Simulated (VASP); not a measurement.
ScAs2: single point with PBE

ScAs2:

```
Sc As
1.0
     0.00000    3.10072    3.10072
     3.10072    0.00000    3.10072
     3.10072    3.10072    0.00000
Sc As
1 2
Direct
  0.00000 0.00000 0.00000
  0.25000 0.25000 0.25000
  0.75000 0.75000 0.75000
```

* Program: VASP 6.6.1
* Task: single point
* Functional: PBE
* Potentials or basis: VASP PAW PBE potentials, release 64 (Sc_sv, As)
* Cutoff: 520 eV
* k mesh: 6 × 6 × 6
* Occupations: gaussian, width 0.1 eV
* Spin: no spin polarisation

The pressure is 11.5 GPa and the band gap on the k mesh is zero (an odd number of electrons rules out a gap without spin polarisation).

Levels at points of the mesh, in eV from the Fermi level:
```
           k point  band 6  band 7  band 8  band 9  band 10  band 11  band 12  band 13  band 14  band 15
(0.00, 0.00, 0.00)   -7.95   -3.93   -3.93   -3.93     1.06     1.06     1.54     1.54     1.54     4.81
(0.50, 0.00, 0.00)  -10.87   -3.03   -3.03   -1.87    -1.46    -1.46    -1.40     1.53     1.53     3.39
(0.50, 0.50, 0.00)  -10.07   -5.99   -3.84   -3.84     0.02     0.02     0.80     1.99     3.45     3.79
```

It took 40 s on 1 thread of AMD EPYC 7R13, with other jobs on the host, peak memory 0.17 GiB.

Caveat: the cell stands under pressure.
